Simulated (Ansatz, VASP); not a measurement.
Hf in VASP and in Ansatz

File INCAR:

```
SYSTEM = Hf
PREC = Accurate ; ENCUT = 520
EDIFF = 1E-6 ; ISMEAR = 0
SIGMA = 0.15 ; LREAL = .FALSE.
LASPH = .TRUE. ; NELM = 60
ALGO = Normal ; ISIF = 2
LWAVE = .FALSE. ; LCHARG = .TRUE.
GGA = PS ; LELF = .TRUE.
LVHAR = .TRUE. ; NBANDS = 11
```

KPOINTS

```
Automatic mesh
0
G
  18 18 18
  0 0 0
```

File POSCAR:

```
Hf
1.0
   -1.7508500000      1.7508500000      1.8591500000
    1.7508500000     -1.7508500000      1.8591500000
    1.7508500000      1.7508500000     -1.8591500000
Hf
1
Direct
    0.0000000000      0.0000000000      0.0000000000
```

Input for Ansatz:

```yaml
crystal:
  lattice:
    - [-1.75085, 1.75085, 1.85915]
    - [1.75085, -1.75085, 1.85915]
    - [1.75085, 1.75085, -1.85915]
  atoms:
    - { symbol: Hf, position: [0.0, 0.0, 0.0] }
basis:
  ecutwfc: 420
kpoints:
  mp_grid: { grid: [18, 18, 18] }
hamiltonian:
  xc: pbesol
scf:
  occupations: { method: gaussian, width: 0.15 }
output:
  forces: true
  stress: true
  eigenvalues: true
```

Change from the starting cell: strain -0.030 along x and y, +0.030 along z, atoms carried along.

Alike in both runs: task single point; functional PBEsol; k mesh 18 × 18 × 18; occupations gaussian, width 0.15 eV; no spin polarisation.

|  | VASP | Ansatz |
| --- | --- | --- |
| version | VASP 6.6.1 | Ansatz 0.2.0 |
| potentials or method | VASP PAW PBE potentials, release 64 (Hf_pv), cutoff 520 eV | scalar-relativistic, plane waves, PAW |
| valence electrons in the cell | 10 | 26 |

|  | VASP | Ansatz | Ansatz less VASP |
| --- | --- | --- | --- |
| gap on the k mesh at the Fermi level (eV) | none | none | - |
| pressure (GPa) | -6.7 | -6.4 | +0.30 |
| traceless stress, the component that is largest in VASP (GPa) | 1.54 | 1.49 | -0.056 |

VASP's potentials were made for PBE, not for PBEsol. A gap of «none» marks a metal or a gap that the smearing closes. The functional is the same, so the differences come from potentials, cutoffs and numerics. VASP's potentials hold 10 valence electrons a cell and Ansatz's 26, so a difference there can come from the potentials and not from the codes.

Spin-orbit coupling is off throughout.
